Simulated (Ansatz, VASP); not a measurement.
# SnC2: VASP beside Ansatz

```
Sn C
1.0
    -1.97094    1.97094    3.23279
     1.97094   -1.97094    3.23279
     1.97094    1.97094   -3.23279
Sn C
1 2
Direct
  0.00000 0.00000 0.00000
  0.59754 0.59754 0.00000
  0.40246 0.40246 0.00000
```

Alike in both runs: functional LDA; k mesh 12 × 12 × 12; no spin polarisation.

Ansatz relaxed the structure, and its values are those at the end. VASP's run is a single point on that final structure, the one shown.

|  | VASP | Ansatz |
| --- | --- | --- |
| version | VASP 6.6.1 | Ansatz 0.2.0 |
| potentials or method | VASP PAW LDA potentials, release 64 (Sn_d, C), cutoff 520 eV | scalar-relativistic, plane waves, PAW |
| occupations | gaussian, width 0.01 eV | fixed |
| valence electrons in the cell | 22 | 22 |

|  | VASP | Ansatz | Ansatz less VASP |
| --- | --- | --- | --- |
| gap on the k mesh at the Fermi level (eV) | 0.23 | 0.27 | +0.036 |
| least direct gap on the mesh (eV) | 1.01 | 1.04 | +0.031 |
| pressure (GPa) | 0.2 | 0.0 | -0.20 |
| rms of the force components (eV/Å) | 0.044 | 0.000 | -0.0436 |

LDA's correlation is that of Perdew and Zunger in VASP and of Perdew and Wang (1992) in Ansatz.
